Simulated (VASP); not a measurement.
# MnS (F-43m) in VASP: further runs

Runs on MnS. Level: PBE+U. Tasks: single point.

All numbers are computed with VASP 6.6.1; they aren't measurements. Logs are shortened: lines on timing, memory, paths and dates and some standing lists are left out, and cuts for length are marked.

## Step 1: The cell of the first run

The structure is cubic, space group F-43m (No. 216). Conventional cell: a = 5.600 Å, b = 5.600 Å, c = 5.600 Å, α = 90.00°, β = 90.00°, γ = 90.00°. Mn (site symmetry -43m) has 4 S at 2.42 Å within 3.2 Å. S (site symmetry -43m) has 4 Mn at 2.42 Å within 3.2 Å.

## Step 2: Single point, PBE+U, collinear spin, zero start

Input file INCAR:

```
SYSTEM = MnS
PREC = Accurate ; ENCUT = 520
EDIFF = 1E-6 ; ISMEAR = 0
SIGMA = 0.05 ; LREAL = .FALSE.
LASPH = .TRUE. ; NELM = 150
ALGO = Normal ; ISIF = 2
LWAVE = .FALSE. ; LCHARG = .FALSE.
ISPIN = 2 ; MAGMOM = 0 0
LORBIT = 11 ; NUPDOWN = 0.0
LMAXMIX = 4 ; LDAU = .TRUE.
LDAUTYPE = 2 ; LDAUL = 2 -1
LDAUU = 3 0 ; LDAUJ = 0 0
LDAUPRINT = 1 ; GGA = PE
NBANDS = 20
```

Input file KPOINTS:

```
Automatic mesh
0
G
  6 6 6
  0 0 0
```

Input file POSCAR:

```
MnS
1.0
    0.0000000000      2.8000000000      2.8000000000
    2.8000000000      0.0000000000      2.8000000000
    2.8000000000      2.8000000000      0.0000000000
Mn S
1 1
Direct
    0.0000000000      0.0000000000      0.0000000000
    0.7500000000      0.7500000000      0.7500000000
```

Potentials or basis: VASP PAW PBE potentials, release 64 (Mn_pv, S).

Started as:

```
> cat potpaw_PBE.64/Mn_pv/POTCAR potpaw_PBE.64/S/POTCAR > POTCAR
> mpirun -np 1 vasp_std > vasp.out
```

OUTCAR:

```text
SYSTEM = MnS
   PREC = Accurate
   ENCUT = 520
   EDIFF = 1E-6
   ISMEAR = 0
   LREAL = .FALSE.
   LASPH = .TRUE.
   NELM = 150
   ISIF = 2
   ISPIN = 2
   LORBIT = 11
   NUPDOWN = 0.0
   GGA = PE

 ion  position               nearest neighbor table
   1  0.000  0.000  0.000-   2 2.42   2 2.42   2 2.42   2 2.42
   2  0.750  0.750  0.750-   1 2.42   1 2.42   1 2.42   1 2.42

  LATTYP: Found a face centered cubic cell.
 ALAT       =     5.6000000000

  Lattice vectors:

 A1 = (   0.0000000000,   2.8000000000,   2.8000000000)
 A2 = (   2.8000000000,   0.0000000000,   2.8000000000)
 A3 = (   2.8000000000,   2.8000000000,   0.0000000000)

Analysis of symmetry for initial positions (statically):
=====================================================================
 Subroutine PRICEL returns:
 Original cell was already a primitive cell.

 Routine SETGRP: Setting up the symmetry group for a
 face centered cubic supercell.

 Subroutine GETGRP returns: Found 24 space group operations
 (whereof 24 operations were pure point group operations)
 out of a pool of 48 trial point group operations.

The static configuration has the point symmetry T_d .

Analysis of symmetry for dynamics (positions and initial velocities):
=====================================================================
 Subroutine PRICEL returns:
 Original cell was already a primitive cell.

 Routine SETGRP: Setting up the symmetry group for a
 face centered cubic supercell.

 Subroutine GETGRP returns: Found 24 space group operations
 (whereof 24 operations were pure point group operations)
 out of a pool of 48 trial point group operations.

The dynamic configuration has the point symmetry T_d .

Analysis of structural, dynamic, and magnetic symmetry:
=====================================================================
 Subroutine PRICEL returns:
 Original cell was already a primitive cell.

 Routine SETGRP: Setting up the symmetry group for a
 face centered cubic supercell.

 Subroutine GETGRP returns: Found 24 space group operations
 (whereof 24 operations were pure point group operations)
 out of a pool of 48 trial point group operations.

The overall configuration has the point symmetry T_d .

 Subroutine INISYM returns: Found 24 space group operations
 (whereof 24 operations are pure point group operations),
 and found     1 'primitive' translations

----------------------------------------------------------------------------------------

                                     Primitive cell

  volume of cell :      43.9040

  direct lattice vectors                    reciprocal lattice vectors
     0.000000000  2.800000000  2.800000000    -0.178571429  0.178571429  0.178571429
     2.800000000  0.000000000  2.800000000     0.178571429 -0.178571429  0.178571429
     2.800000000  2.800000000  0.000000000     0.178571429  0.178571429 -0.178571429

  length of vectors
     3.959797975  3.959797975  3.959797975     0.309294787  0.309294787  0.309294787

  position of ions in fractional coordinates (direct lattice)
     0.000000000  0.000000000  0.000000000
     0.750000000  0.750000000  0.750000000

  ion indices of the primitive-cell ions
   primitive index   ion index
                 1           1
                 2           2

----------------------------------------------------------------------------------------

 KPOINTS: Automatic mesh

Automatic generation of k-mesh.
 Grid dimensions read from file:
 generate k-points for:    6    6    6

 Generating k-lattice:

  Cartesian coordinates                     Fractional coordinates (reciprocal lattice)
[... 61 lines left out ...]
   PSTRESS=    0.0 pullay stress
   NELECT =      19.0000    total number of electrons
   NUPDOWN=       0.0000    fix difference up-down
   EMIN   =  10.00;   EMAX   =-10.00  energy-range for DOS
   EFERMI =   0.00;   METHOD = LEGACY
   ISMEAR =     0;   SIGMA  =   0.05  broadening in eV -4-tet -1-fermi 0-gaus
   EFERMI_NEDOS =   21; number of points for ismear=-14 and -15
   IALGO  =     38    algorithm
   IMIX   =      4    mixing-type and parameters
     AMIX     =   0.40;   BMIX     =  1.00
     AMIX_MAG =   1.60;   BMIX_MAG =  1.00
  volume/ion in A,a.u.               =      21.95       148.14
  Fermi-wavevector in a.u.,A,eV,Ry     =   1.238297  2.340041 20.862879  1.533378
  Thomas-Fermi vector in A             =   2.372828
   LORBIT       =     11    0 simple, 1 ext, 2 COOP (PROOUT), +10 PAW based schemes
 LDA+U is selected, type is set to LDAUTYPE =  2
   angular momentum for each species LDAUL =     2   -1
   U (eV)           for each species LDAUU =   3.0  0.0
   J (eV)           for each species LDAUJ =   0.0  0.0
   GGA     = PE    functional components
   LHFCALC =     F    Hartree Fock is set to
   AEXX    =    0.0000 exact exchange contribution
   IVDW    =     0    specifies the selected vdW correction
   LEPSILON=     F    determine dielectric tensor
   LRPA    =     F    only Hartree local field effects (RPA)
 spin polarized calculation
 Gauss-broadening in eV      SIGMA  =   0.05
  energy-cutoff  :      520.00
  volume of cell :       43.90
 maximum number of plane-waves:      1243
 NGX is ok and might be reduce to    30
   NGX = 15   NGY = 15   NGZ = 15

 number of electron      18.9999993 magnetization      -0.0000000

atom =   1  type =  1  l = 2

 onsite density matrix

spin component  1

  0.2656  0.0000 -0.0000 -0.0000  0.0000
  0.0000  0.2656  0.0000 -0.0000  0.0000
 -0.0000  0.0000  0.8715  0.0000 -0.0000
 -0.0000 -0.0000  0.0000  0.2656  0.0000
  0.0000  0.0000 -0.0000  0.0000  0.8715

spin component  2

  0.2656  0.0000 -0.0000 -0.0000  0.0000
  0.0000  0.2656  0.0000 -0.0000  0.0000
 -0.0000  0.0000  0.8715  0.0000 -0.0000
 -0.0000 -0.0000  0.0000  0.2656  0.0000
  0.0000  0.0000 -0.0000  0.0000  0.8715

 occupancies and eigenvectors

  o =  0.2656  v =  0.0000  0.0000  0.0000  0.0000  0.0000  1.0000  0.0000  0.0000  0.0000  0.0000      0.0000  0.0000  0.0000  0.0000  0.0000  0.0000  0.0000  0.0000  0.0000  0.0000
  o =  0.2656  v =  0.0000  0.0000  0.0000  0.0000  0.0000  0.0000 -0.9368  0.0000 -0.3500 -0.0000      0.0000  0.0000  0.0000  0.0000  0.0000  0.0000  0.0000  0.0000  0.0000  0.0000
  o =  0.2656  v =  0.0000  0.0000  0.0000  0.0000  0.0000  0.0000  0.3500 -0.0000 -0.9368  0.0000      0.0000  0.0000  0.0000  0.0000  0.0000  0.0000  0.0000  0.0000  0.0000  0.0000
  o =  0.2656  v =  1.0000  0.0000  0.0000  0.0000  0.0000  0.0000  0.0000  0.0000  0.0000  0.0000      0.0000  0.0000  0.0000  0.0000  0.0000  0.0000  0.0000  0.0000  0.0000  0.0000
  o =  0.2656  v =  0.0000  0.0658  0.0000  0.9978 -0.0000  0.0000  0.0000  0.0000  0.0000  0.0000      0.0000  0.0000  0.0000  0.0000  0.0000  0.0000  0.0000  0.0000  0.0000  0.0000
  o =  0.2656  v =  0.0000 -0.9978 -0.0000  0.0658 -0.0000  0.0000  0.0000  0.0000  0.0000  0.0000      0.0000  0.0000  0.0000  0.0000  0.0000  0.0000  0.0000  0.0000  0.0000  0.0000
  o =  0.8715  v =  0.0000  0.0000  0.0000  0.0000  0.0000  0.0000  0.0000 -1.0000  0.0000  0.0100      0.0000  0.0000  0.0000  0.0000  0.0000  0.0000  0.0000  0.0000  0.0000  0.0000
  o =  0.8715  v =  0.0000  0.0000  0.0000  0.0000  0.0000  0.0000  0.0000 -0.0100  0.0000 -1.0000      0.0000  0.0000  0.0000  0.0000  0.0000  0.0000  0.0000  0.0000  0.0000  0.0000
  o =  0.8715  v =  0.0000  0.0000 -0.9984 -0.0000 -0.0563  0.0000  0.0000  0.0000  0.0000  0.0000      0.0000  0.0000  0.0000  0.0000  0.0000  0.0000  0.0000  0.0000  0.0000  0.0000
  o =  0.8715  v =  0.0000 -0.0000  0.0563  0.0000 -0.9984  0.0000  0.0000  0.0000  0.0000  0.0000      0.0000  0.0000  0.0000  0.0000  0.0000  0.0000  0.0000  0.0000  0.0000  0.0000

 number of electron      18.9999993 magnetization       0.0000000

 Free energy of the ion-electron system (eV)
  ---------------------------------------------------
  ext. energy  EPLUGINS =         0.00000000
  ---------------------------------------------------
  free energy    TOTEN  =        -9.62051239 eV

  energy without entropy =       -9.61603134  energy(sigma->0) =       -9.61827187

 E-fermi :   4.0428     XC(G=0):  -9.3938

 val. band max:        3.9920909202   @ k =   0.5000   0.1667   0.0000
 cond. band min:       4.0484181134   @ k =   0.5000   0.3333   0.1667
 fundamental gap:      0.0563271932
 Fermi energy:         4.0428367239

 spin component 1

 k-point     1 :       0.0000    0.0000    0.0000
  band No.  band energies     occupation
      1     -44.0254      1.00000
      2     -44.0253      1.00000
      3     -44.0253      1.00000
      4      -9.6208      1.00000
      5       0.5845      1.00000
      6       0.5845      1.00000
[... 344 lines left out ...]
      6       0.0393      1.00000
[... 12 lines left out ...]
     19      17.3966      0.00000
     20      17.6630      0.00000
 Fermi energy:         4.0428447453

 spin component 2

 k-point     1 :       0.0000    0.0000    0.0000
  band No.  band energies     occupation
      1     -44.0254      1.00000
      2     -44.0254      1.00000
      3     -44.0253      1.00000
      4      -9.6208      1.00000
      5       0.5845      1.00000
      6       0.5845      1.00000
[... 357 lines left out ...]
     19      17.3967      0.00000
     20      17.6630      0.00000

------------------------ aborting loop because EDIFF is reached ----------------------------------------

  FORCE on cell =-STRESS in cart. coord.  units (eV):
  Direction    XX          YY          ZZ          XY          YZ          ZX
  --------------------------------------------------------------------------------------
  -------------------------------------------------------------------------------------
  Total       -4.3850428     -4.3850428     -4.3850428      0.0000000      0.0000000      0.0000000
  in kB     -160.0222353   -160.0222353   -160.0222353      0.0000000      0.0000000      0.0000000
  external PRESSURE =    -160.0222353 kB  Pullay stress =       0.0000000 kB

 VOLUME and BASIS-vectors are now :
 -----------------------------------------------------------------------------
  energy-cutoff  :      520.00
  volume of cell :       43.90
      direct lattice vectors                 reciprocal lattice vectors
     0.000000000  2.800000000  2.800000000    -0.178571429  0.178571429  0.178571429
     2.800000000  0.000000000  2.800000000     0.178571429 -0.178571429  0.178571429
     2.800000000  2.800000000  0.000000000     0.178571429  0.178571429 -0.178571429

 POSITION                                       TOTAL-FORCE (eV/Angst)
 -----------------------------------------------------------------------------------
      0.00000      0.00000      0.00000         0.000000      0.000000      0.000000
      4.20000      4.20000      4.20000        -0.000000     -0.000000     -0.000000
 -----------------------------------------------------------------------------------
    total drift:                                0.000001      0.000001      0.000001

  FREE ENERGIE OF THE ION-ELECTRON SYSTEM (eV)
  ---------------------------------------------------
  free  energy   TOTEN  =        -9.6205123942 eV

  energy  without entropy=       -9.6160313439  energy(sigma->0) =       -9.61827187

 total charge

# of ion       s       p       d       tot
------------------------------------------
    1        0.246   6.165   5.055  11.466
    2        1.313   2.350   0.000   3.664
--------------------------------------------------
tot          1.559   8.515   5.055  15.129

 magnetization (x)

# of ion       s       p       d       tot
------------------------------------------
    1        0.000  -0.000   0.000   0.000
    2        0.000   0.000   0.000   0.000
--------------------------------------------------
tot          0.000   0.000   0.000   0.000
```

It took 16 s on 1 thread of Intel Xeon 6975P-C (Granite Rapids), shared host; peak memory 0.18 GiB.

Results:

```
Free energy                                           : -9.6205 eV
Pressure                                              : -16.0 GPa
Net moment                                            : 0.00 μB per cell
Valence electrons inside the program's atomic spheres : Mn 11.47; S 3.66
```

Eigenvalues of the final occupation matrices:
| site | spin | trace | eigenvalues |
| --- | --- | --- | --- |
| site 1 d | 1 | 2.54 | 0.27 0.27 0.27 0.87 0.87 |
| site 1 d | 2 | 2.54 | 0.27 0.27 0.27 0.87 0.87 |

Caveat: the total moment is fixed, so each spin has its own Fermi level.

## Step 3: Single point, PBE+U, collinear spin, ferromagnetic start

Input file INCAR:

```
SYSTEM = MnS
PREC = Accurate ; ENCUT = 600
EDIFF = 1E-6 ; ISMEAR = 0
SIGMA = 0.05 ; LREAL = .False.
LASPH = .True. ; NELM = 200
ALGO = Normal ; ISIF = 2
LWAVE = .False. ; LCHARG = .False.
ISPIN = 2 ; MAGMOM = 4.32 0.07
LORBIT = 11 ; LMAXMIX = 4
LDAU = .True. ; LDAUTYPE = 2
LDAUL = 2 -1 ; LDAUU = 3 0
LDAUJ = 0 0 ; LDAUPRINT = 1
GGA = PE ; NBANDS = 22
GGA_COMPAT = .False.
```

Input file KPOINTS:

```
regular mesh
0
Gamma
  6 6 6
  0 0 0
```

POSCAR is that of step 2.

Potentials or basis: VASP PAW PBE potentials, release 64 (Mn_sv, S).

Started as:

```
> cat potpaw_PBE.64/Mn_sv/POTCAR potpaw_PBE.64/S/POTCAR > POTCAR
> mpirun -np 1 vasp_std > vasp.out
```

Run time: 16 s. Hardware: 1 thread of Intel Xeon 6975P-C (Granite Rapids), shared host; peak memory 0.2 GiB.

It converged, with:

* Free energy: -13.0625 eV
* Pressure: 3.4 GPa
* Band gap on the k mesh: 0.78 eV, indirect (least direct gap 1.16 eV)
* Net moment: 5.00 μB per cell
* Site moments: Mn +4.35; S +0.05 μB
* Valence electrons inside the program's atomic spheres: Mn 12.83; S 3.80

Levels at points of the mesh, in eV from the valence-band top:
Spin up:
```csv
k point,band 11,band 12,band 13,band 14,band 15,band 16
"(0.00, 0.00, 0.00)",0.00,0.00,0.00,1.16,6.01,6.01
"(0.50, 0.00, 0.00)",-3.82,-0.98,-0.98,3.10,6.36,6.36
"(0.50, 0.50, 0.00)",-3.36,-2.47,-2.47,2.72,4.38,9.31
```
Spin down:
| k point | band 6 | band 7 | band 8 | band 9 | band 10 | band 11 |
| --- | --- | --- | --- | --- | --- | --- |
| (0.00, 0.00, 0.00) | -2.85 | -2.85 | -2.85 | 2.13 | 2.19 | 2.19 |
| (0.50, 0.00, 0.00) | -4.98 | -2.84 | -2.84 | 2.08 | 2.33 | 2.33 |
| (0.50, 0.50, 0.00) | -4.84 | -3.08 | -3.08 | 0.78 | 1.90 | 2.67 |

Eigenvalues of the final occupation matrices:
```
    site  spin  trace               eigenvalues
site 1 d     1   4.48  0.90 0.90 0.90 0.90 0.90
site 1 d     2   0.18  0.01 0.01 0.05 0.05 0.05
```

Caveat: a cell with one magnetic atom can't hold antiferromagnetic order, which such compounds often take.
